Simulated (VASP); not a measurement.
# Ni (Pm-3m) in VASP: a series of runs

Runs on Ni. Level: LDA. Tasks: single point, relaxation of cell and atoms.

Everything below comes from runs of VASP 6.6.1. Logs are shortened: lines on timing, memory, paths and dates and some standing lists are left out, and cuts for length are marked.

## (1) The cell of the first run

Symmetry: Pm-3m, No. 221, cubic system. The conventional cell has a = 2.260 Å, b = 2.260 Å, c = 2.260 Å, α = 90.00°, β = 90.00°, γ = 90.00°. Within 3.0 Å of Ni (site symmetry m-3m) lie 6 Ni at 2.26 Å.

This isn't the form of Ni at room conditions, which is fcc.

## (2) Single point, LDA, collinear spin, ferromagnetic start

Input file INCAR:

```
ALGO     = Normal         # electronic algorithm
EDIFF    = 1E-6           # SCF threshold, eV
ENCUT    = 520            # plane-wave cutoff, eV
ISIF     = 2              # what is computed and relaxed
ISMEAR   = -1             # smearing method
ISPIN    = 2              # spin polarisation
LASPH    = True           # aspherical terms in the spheres
LCHARG   = False          # write CHGCAR
LMAXMIX  = 4              # l up to which the mixer works
LORBIT   = 11             # projections on sites
LREAL    = False          # projectors in reciprocal space
LWAVE    = False          # write WAVECAR
MAGMOM   = 0.478          # initial moments
NBANDS   = 15             # bands
NELM     = 150            # most SCF steps
PREC     = Accurate       # precision mode
SIGMA    = 0.05           # smearing width, eV
```

Input file KPOINTS:

```
k-points
0
Gamma
  23 23 23
```

Input file POSCAR:

```
Ni
1.0
    2.2600048197      0.0000000000      0.0000000000
    0.0000000000      2.2600048197      0.0000000000
    0.0000000000      0.0000000000      2.2600048197
Ni
1
Direct
    0.0000000000      0.0000000000      0.0000000000
```

Potentials or basis: VASP PAW LDA potentials, release 64 (Ni).

Run with:

```bash
> cat potpaw_LDA.64/Ni/POTCAR > POTCAR
> mpirun -np 1 vasp_std > vasp.out
```

OUTCAR:

```text
EDIFF = 1E-6
   ENCUT = 520
   ISIF = 2
   ISMEAR = -1
   ISPIN = 2
   LASPH = True
   LORBIT = 11
   LREAL = False
   NELM = 150
   PREC = Accurate

 ion  position               nearest neighbor table
   1  0.000  0.000  0.000-

  LATTYP: Found a simple cubic cell.
 ALAT       =     2.2600048197

  Lattice vectors:

 A1 = (   2.2600048197,   0.0000000000,   0.0000000000)
 A2 = (   0.0000000000,   2.2600048197,   0.0000000000)
 A3 = (   0.0000000000,   0.0000000000,   2.2600048197)

Analysis of symmetry for initial positions (statically):
=====================================================================
 Subroutine PRICEL returns:
 Original cell was already a primitive cell.

 Routine SETGRP: Setting up the symmetry group for a
 simple cubic supercell.

 Subroutine GETGRP returns: Found 48 space group operations
 (whereof 48 operations were pure point group operations)
 out of a pool of 48 trial point group operations.

The static configuration has the point symmetry O_h .

Analysis of symmetry for dynamics (positions and initial velocities):
=====================================================================
 Subroutine PRICEL returns:
 Original cell was already a primitive cell.

 Routine SETGRP: Setting up the symmetry group for a
 simple cubic supercell.

 Subroutine GETGRP returns: Found 48 space group operations
 (whereof 48 operations were pure point group operations)
 out of a pool of 48 trial point group operations.

The dynamic configuration has the point symmetry O_h .

Analysis of structural, dynamic, and magnetic symmetry:
=====================================================================
 Subroutine PRICEL returns:
 Original cell was already a primitive cell.

 Routine SETGRP: Setting up the symmetry group for a
 simple cubic supercell.

 Subroutine GETGRP returns: Found 48 space group operations
 (whereof 48 operations were pure point group operations)
 out of a pool of 48 trial point group operations.

The overall configuration has the point symmetry O_h .

 Subroutine INISYM returns: Found 48 space group operations
 (whereof 48 operations are pure point group operations),
 and found     1 'primitive' translations

----------------------------------------------------------------------------------------

                                     Primitive cell

  volume of cell :      11.5432

  direct lattice vectors                    reciprocal lattice vectors
     2.260004820  0.000000000  0.000000000     0.442476932  0.000000000  0.000000000
     0.000000000  2.260004820  0.000000000     0.000000000  0.442476932  0.000000000
     0.000000000  0.000000000  2.260004820     0.000000000  0.000000000  0.442476932

  length of vectors
     2.260004820  2.260004820  2.260004820     0.442476932  0.442476932  0.442476932

  position of ions in fractional coordinates (direct lattice)
     0.000000000  0.000000000  0.000000000

  ion indices of the primitive-cell ions
   primitive index   ion index
                 1           1

----------------------------------------------------------------------------------------

 KPOINTS: k-points

Automatic generation of k-mesh.
 Grid dimensions read from file:
 generate k-points for:   23   23   23

 Generating k-lattice:

  Cartesian coordinates                     Fractional coordinates (reciprocal lattice)
     0.019238127  0.000000000  0.000000000     0.043478261  0.000000000  0.000000000
     0.000000000  0.019238127  0.000000000     0.000000000  0.043478261  0.000000000
     0.000000000  0.000000000  0.019238127     0.000000000  0.000000000  0.043478261

  Length of vectors
     0.019238127  0.019238127  0.019238127

  Shift w.r.t. Gamma in fractional coordinates (k-lattice)
     0.000000000  0.000000000  0.000000000

 Subroutine IBZKPT returns following result:
 ===========================================

 Found    364 irreducible k-points:

 Following reciprocal coordinates:
            Coordinates               Weight
  0.000000  0.000000  0.000000      1.000000
  0.043478  0.000000  0.000000      6.000000
  0.086957  0.000000  0.000000      6.000000
  0.130435  0.000000  0.000000      6.000000
  0.173913  0.000000  0.000000      6.000000
  0.217391  0.000000  0.000000      6.000000
[... 16 lines left out ...]
  0.478261  0.043478  0.000000     24.000000
  0.086957  0.086957  0.000000     12.000000
 [... further k-points ...]
   k-points           NKPTS =    364   k-points in BZ     NKDIM =    364   number of bands    NBANDS=     15
   number of dos      NEDOS =    301   number of ions     NIONS =      1
   total plane-waves  NPLWV =   5832
   dimension x,y,z NGX =    18 NGY =   18 NGZ =   18
   dimension x,y,z NGXF=    36 NGYF=   36 NGZF=   36
   ions per type =               1
   NGX,Y,Z   is equivalent  to a cutoff of  13.24, 13.24, 13.24 a.u.
   NGXF,Y,Z  is equivalent  to a cutoff of  26.48, 26.48, 26.48 a.u.
 SYSTEM =  unknown system
   PREC   = accura    normal or accurate (medium, high low for compatibility)
   ISTART =      0    job   : 0-new  1-cont  2-samecut
   ICHARG =      2    charge: 1-file 2-atom 10-const
   ISPIN  =      2    spin polarized calculation?
   LNONCOLLINEAR =      F non collinear calculations
   LSORBIT =      F    spin-orbit coupling
   LASPH  =      T    aspherical Exc in radial PAW
   ENCUT  =  520.0 eV  38.22 Ry    6.18 a.u.   4.20  4.20  4.20*2*pi/ulx,y,z
   NELM   =    150;   NELMIN=  2; NELMDL= -5     # of ELM steps
   EDIFF  = 0.1E-05   stopping-criterion for ELM
   LREAL  =      F    real-space projection
   EDIFFG = 0.1E-04   stopping-criterion for IOM
   NSW    =      0    number of steps for IOM
   IBRION =     -1    ionic relax: 0-MD 1-quasi-New 2-CG
   NFREE  =      0    steps in history (QN), initial steepest desc. (CG)
   ISIF   =      2    stress and relaxation
   ISYM   =      2    0-nonsym 1-usesym 2-fastsym
   POTIM  = 0.5000    time-step for ionic-motion
   TEBEG  =    0.0;   TEEND  =   0.0 temperature during run
   PSTRESS=    0.0 pullay stress
   NELECT =      10.0000    total number of electrons
   NUPDOWN=      -1.0000    fix difference up-down
   EMIN   =  10.00;   EMAX   =-10.00  energy-range for DOS
   EFERMI =   0.00;   METHOD = LEGACY
   ISMEAR =    -1;   SIGMA  =   0.05  broadening in eV -4-tet -1-fermi 0-gaus
   EFERMI_NEDOS =   21; number of points for ismear=-14 and -15
   IALGO  =     38    algorithm
   IMIX   =      4    mixing-type and parameters
     AMIX     =   0.40;   BMIX     =  1.00
     AMIX_MAG =   1.60;   BMIX_MAG =  1.00
  volume/ion in A,a.u.               =      11.54        77.90
  Fermi-wavevector in a.u.,A,eV,Ry     =   1.560626  2.949155 33.137711  2.435553
  Thomas-Fermi vector in A             =   2.663810
   LORBIT       =     11    0 simple, 1 ext, 2 COOP (PROOUT), +10 PAW based schemes
   GGA     = CA    functional components
   LHFCALC =     F    Hartree Fock is set to
   AEXX    =    0.0000 exact exchange contribution
   IVDW    =     0    specifies the selected vdW correction
   LEPSILON=     F    determine dielectric tensor
   LRPA    =     F    only Hartree local field effects (RPA)
 spin polarized calculation
  energy-cutoff  :      520.00
  volume of cell :       11.54
 maximum number of plane-waves:       320
 NGX is ok and might be reduce to    18
   NGX =  9   NGY =  9   NGZ =  9

 number of electron      10.0000000 magnetization       0.4780000

 number of electron       9.9999995 magnetization       0.4204184

 Free energy of the ion-electron system (eV)
  ---------------------------------------------------
  ext. energy  EPLUGINS =         0.00000000
  ---------------------------------------------------
  free energy    TOTEN  =        -5.82643942 eV

  energy without entropy =       -5.81132081  energy(sigma->0) =       -5.81888011

 E-fermi :   8.2488     XC(G=0): -13.1599

 val. band max:        8.2453978108   @ k =   0.2174   0.1739   0.0000
 cond. band min:       8.2537867445   @ k =   0.3043   0.1739   0.0435
 fundamental gap:      0.0083889337
 Fermi energy:         8.2487814511

 spin component 1

 k-point     1 :       0.0000    0.0000    0.0000
  band No.  band energies     occupation
      1      -0.2645      1.00000
      2       4.3053      1.00000
      3       4.3053      1.00000
      4       8.0585      0.97826
      5       8.0585      0.97826
      6       8.0585      0.97826
      7      28.7014      0.00000
      8      28.7014      0.00000
      9      28.7014      0.00000
     10      32.8116      0.00000
     11      32.8116      0.00000
     12      37.4867      0.00000
     13      51.6032      0.00000
     14      51.6032      0.00000
     15      51.6032      0.00000
[... 397 lines left out ...]
 k-point    24 :       0.0870    0.0870    0.0000
  band No.  band energies     occupation
      1       0.2087      1.00000
      2       4.4128      1.00000
      3       4.4951      1.00000
      4       7.8665      0.99952
      5       7.9563      0.99712
      6       7.9877      0.99463
      7      26.0131      0.00000
      8      26.6703      0.00000
      9      29.3500      0.00000
     10      33.6808      0.00000
     11      36.0621      0.00000
     12      39.6360      0.00000
     13      47.7486      0.00000
     14      50.5037      0.00000
     15      50.7012      0.00000

 [... further k-points ...]

 spin component 2

 k-point     1 :       0.0000    0.0000    0.0000
  band No.  band energies     occupation
      1      -0.2104      1.00000
      2       4.6167      1.00000
      3       4.6167      1.00000
      4       8.5263      0.00387
      5       8.5263      0.00387
      6       8.5263      0.00387
      7      28.7789      0.00000
      8      28.7789      0.00000
      9      28.7789      0.00000
     10      32.9287      0.00000
     11      32.9287      0.00000
     12      37.5417      0.00000
     13      51.6648      0.00000
     14      51.6648      0.00000
     15      51.6648      0.00000
[... 397 lines left out ...]
 k-point    24 :       0.0870    0.0870    0.0000
  band No.  band energies     occupation
      1       0.2633      1.00000
      2       4.7254      1.00000
      3       4.8069      1.00000
      4       8.3278      0.17064
      5       8.4206      0.03118
      6       8.4537      0.01632
      7      26.1142      0.00000
      8      26.7576      0.00000
      9      29.4321      0.00000
     10      33.7796      0.00000
     11      36.1558      0.00000
     12      39.7001      0.00000
     13      47.8240      0.00000
     14      50.5659      0.00000
     15      50.7716      0.00000

 [... further k-points ...]

------------------------ aborting loop because EDIFF is reached ----------------------------------------

  FORCE on cell =-STRESS in cart. coord.  units (eV):
  Direction    XX          YY          ZZ          XY          YZ          ZX
  --------------------------------------------------------------------------------------
  -------------------------------------------------------------------------------------
  Total       -0.0220270     -0.0220270     -0.0220270     -0.0000000      0.0000000     -0.0000000
  in kB       -3.0573035     -3.0573035     -3.0573035     -0.0000000      0.0000000     -0.0000000
  external PRESSURE =      -3.0573035 kB  Pullay stress =       0.0000000 kB

 VOLUME and BASIS-vectors are now :
 -----------------------------------------------------------------------------
  energy-cutoff  :      520.00
  volume of cell :       11.54
      direct lattice vectors                 reciprocal lattice vectors
     2.260004820  0.000000000  0.000000000     0.442476932  0.000000000  0.000000000
     0.000000000  2.260004820  0.000000000     0.000000000  0.442476932  0.000000000
     0.000000000  0.000000000  2.260004820     0.000000000  0.000000000  0.442476932

 POSITION                                       TOTAL-FORCE (eV/Angst)
 -----------------------------------------------------------------------------------
      0.00000      0.00000      0.00000         0.000000      0.000000      0.000000
 -----------------------------------------------------------------------------------
    total drift:                               -0.000000      0.000000      0.000000

  FREE ENERGIE OF THE ION-ELECTRON SYSTEM (eV)
  ---------------------------------------------------
  free  energy   TOTEN  =        -5.8264394156 eV

  energy  without entropy=       -5.8113208112  energy(sigma->0) =       -5.81888011

 total charge

# of ion       s       p       d       tot
------------------------------------------
    1        0.546   0.448   8.406   9.401

 magnetization (x)

# of ion       s       p       d       tot
------------------------------------------
    1        0.001   0.001   0.417   0.419
```

Run time: 43 s. Hardware: 1 thread of Intel Xeon 6975P-C (Granite Rapids), shared host; peak memory 0.19 GiB.

Results:

```
Free energy                                           : -5.8264 eV
Pressure                                              : -0.3 GPa
Net moment                                            : 0.42 μB per cell
Site moments                                          : Ni +0.42 μB
Valence electrons inside the program's atomic spheres : Ni 9.40
```

Levels at points of the mesh, in eV from the Fermi level:
Spin up:
```tsv
k point	band 2	band 3	band 4	band 5	band 6	band 7	band 8	band 9
(0.00, 0.00, 0.00)	-3.94	-3.94	-0.19	-0.19	-0.19	20.45	20.45	20.45
```
Spin down:
```
           k point  band 2  band 3  band 4  band 5  band 6  band 7  band 8  band 9
(0.00, 0.00, 0.00)   -3.63   -3.63    0.28    0.28    0.28   20.53   20.53   20.53
```

## (3) Single point, LDA, collinear spin, ferromagnetic start (11.54 Å³/atom)

Input file INCAR:

```
ALGO = Normal
EDIFF = 1E-6
ENCUT = 520
GGA = CA
ISIF = 2
ISMEAR = -1
ISPIN = 2
LASPH = True
LCHARG = False
LMAXMIX = 4
LORBIT = 11
LREAL = False
LWAVE = False
MAGMOM = 0.463
NBANDS = 15
NELM = 150
PREC = Accurate
SIGMA = 0.05
```

KPOINTS is that of step 2.

POSCAR is that of step 2.

Potentials or basis: VASP PAW LDA potentials, release 64 (Ni).

Run with:

```bash
> cat potpaw_LDA.64/Ni/POTCAR > POTCAR
> mpirun -np 1 vasp_std > vasp.out
```

Run time: 43 s. Hardware: 1 thread of Intel Xeon 6975P-C (Granite Rapids), shared host; peak memory 0.19 GiB.

It converged, with:

* Free energy: -5.8264 eV
* Pressure: -0.3 GPa
* Net moment: 0.42 μB per cell
* Site moments: Ni +0.42 μB
* Valence electrons inside the program's atomic spheres: Ni 9.40

Levels at points of the mesh, in eV from the Fermi level:
Spin up:
```tsv
k point	band 1	band 2	band 3	band 4	band 5	band 6	band 7	band 8	band 9	band 10
(0.00, 0.00, 0.00)	-8.51	-3.94	-3.94	-0.19	-0.19	-0.19	20.45	20.45	20.45	24.56
```
Spin down:
```
           k point  band 3  band 4  band 5  band 6  band 7  band 8
(0.00, 0.00, 0.00)   -3.63    0.28    0.28    0.28   20.53   20.53
```

## (4) Single point, LDA, collinear spin, ferromagnetic start (12.00 Å³/atom)

This run uses another cell than the first one, of 12.00 Å³/atom.

Input file INCAR:

```
SYSTEM = Ni
  ALGO = Normal
  EDIFF = 1E-6
  ENCUT = 520
  ISIF = 2
  ISMEAR = -1
  ISPIN = 2
  LASPH = .TRUE.
  LCHARG = .TRUE.
  LELF = .TRUE.
  LMAXMIX = 4
  LORBIT = 11
  LREAL = .FALSE.
  LVHAR = .TRUE.
  LWAVE = .FALSE.
  MAGMOM = 0.463
  NBANDS = 15
  NELM = 150
  PREC = Accurate
  SIGMA = 0.05
```

Input file KPOINTS:

```
k-points
0
G
  23 23 23
  0 0 0
```

Input file POSCAR:

```
Ni
1.0
    2.2897451357      0.0000000000      0.0000000000
    0.0000000000      2.2897451357      0.0000000000
    0.0000000000      0.0000000000      2.2897451357
Ni
1
Direct
    0.0000000000      0.0000000000      0.0000000000
```

Potentials or basis: VASP PAW LDA potentials, release 64 (Ni).

Run with:

```bash
> cat potpaw_LDA.64/Ni/POTCAR > POTCAR
> mpirun -np 1 vasp_std > vasp.out
```

OUTCAR:

```text
SYSTEM = Ni
   EDIFF = 1E-6
   ENCUT = 520
   ISIF = 2
   ISMEAR = -1
   ISPIN = 2
   LASPH = .TRUE.
   LORBIT = 11
   LREAL = .FALSE.
   NELM = 150
   PREC = Accurate

 ion  position               nearest neighbor table
   1  0.000  0.000  0.000-

  LATTYP: Found a simple cubic cell.
 ALAT       =     2.2897451357

  Lattice vectors:

 A1 = (   2.2897451357,   0.0000000000,   0.0000000000)
 A2 = (   0.0000000000,   2.2897451357,   0.0000000000)
[... 1072 lines left out ...]
  -------------------------------------------------------------------------------------
  Total       -0.5146219     -0.5146219     -0.5146219     -0.0000000      0.0000000     -0.0000000
  in kB      -68.6811271    -68.6811271    -68.6811271     -0.0000000      0.0000000     -0.0000000
  external PRESSURE =     -68.6811271 kB  Pullay stress =       0.0000000 kB

 VOLUME and BASIS-vectors are now :
 -----------------------------------------------------------------------------
  energy-cutoff  :      520.00
  volume of cell :       12.00
      direct lattice vectors                 reciprocal lattice vectors
     2.289745136  0.000000000  0.000000000     0.436729828  0.000000000  0.000000000
     0.000000000  2.289745136  0.000000000     0.000000000  0.436729828  0.000000000
     0.000000000  0.000000000  2.289745136     0.000000000  0.000000000  0.436729828

 POSITION                                       TOTAL-FORCE (eV/Angst)
 -----------------------------------------------------------------------------------
      0.00000      0.00000      0.00000         0.000000      0.000000      0.000000
 -----------------------------------------------------------------------------------
    total drift:                                0.000000      0.000000      0.000000

  FREE ENERGIE OF THE ION-ELECTRON SYSTEM (eV)
  ---------------------------------------------------
  free  energy   TOTEN  =        -5.8158146038 eV

  energy  without entropy=       -5.7999933361  energy(sigma->0) =       -5.80790397

 total charge

# of ion       s       p       d       tot
------------------------------------------
    1        0.531   0.420   8.385   9.335

 magnetization (x)

# of ion       s       p       d       tot
------------------------------------------
    1        0.000   0.000   0.447   0.448
```

OSZICAR:

```text
N       E                     dE             d eps       ncg     rms          rms(c)
DAV:   1     0.333432154514E+02    0.33343E+02   -0.42196E+03 22961   0.839E+02
DAV:   2    -0.507363324187E+01   -0.38417E+02   -0.35644E+02 25186   0.160E+02
DAV:   3    -0.666682328550E+01   -0.15932E+01   -0.15695E+01 26019   0.319E+01
DAV:   4    -0.667844162678E+01   -0.11618E-01   -0.11615E-01 26908   0.259E+00
DAV:   5    -0.667862639806E+01   -0.18477E-03   -0.18477E-03 27032   0.295E-01    0.879E+00
DAV:   6    -0.621267714259E+01    0.46595E+00   -0.11570E+01 31325   0.384E+01    0.616E+00
DAV:   7    -0.583172617473E+01    0.38095E+00   -0.24124E+00 30764   0.161E+01    0.169E+00
DAV:   8    -0.581806879999E+01    0.13657E-01   -0.14432E-02 28607   0.781E-01    0.719E-01
DAV:   9    -0.581628897130E+01    0.17798E-02   -0.16432E-03 35941   0.255E-01    0.244E-01
DAV:  10    -0.581584903949E+01    0.43993E-03   -0.57980E-04 35851   0.144E-01    0.540E-02
DAV:  11    -0.581582143935E+01    0.27600E-04   -0.18043E-05 32164   0.303E-02    0.284E-02
DAV:  12    -0.581581458257E+01    0.68568E-05   -0.13320E-05 24992   0.240E-02    0.839E-03
DAV:  13    -0.581581460385E+01   -0.21272E-07   -0.29011E-07 13592   0.567E-03
   1 F= -.58158146E+01 E0= -.58079040E+01  d E =-.158213E-01  mag=     0.4495
```

Run time: 47 s. Hardware: 1 thread of Intel Xeon 6975P-C (Granite Rapids), shared host; peak memory 0.19 GiB.

What came out:

| Quantity | Value |
| --- | --- |
| Free energy | -5.8158 eV |
| Pressure | -6.9 GPa |
| Net moment | 0.45 μB per cell |
| Site moments | Ni +0.45 μB |
| Valence electrons inside the program's atomic spheres | Ni 9.34 |

Levels at points of the mesh, in eV from the Fermi level:
Spin up:
| k point | band 2 | band 3 | band 4 | band 5 | band 6 | band 7 | band 8 | band 9 |
| --- | --- | --- | --- | --- | --- | --- | --- | --- |
| (0.00, 0.00, 0.00) | -3.77 | -3.77 | -0.22 | -0.22 | -0.22 | 19.97 | 19.97 | 19.97 |
Spin down:
```
           k point  band 1  band 2  band 3  band 4  band 5  band 6  band 7  band 8  band 9  band 10
(0.00, 0.00, 0.00)   -8.20   -3.43   -3.43    0.27    0.27    0.27   20.05   20.05   20.05    24.09
```

Caveat: the cell stands under tension.

(Continued in part 2 of 2.)
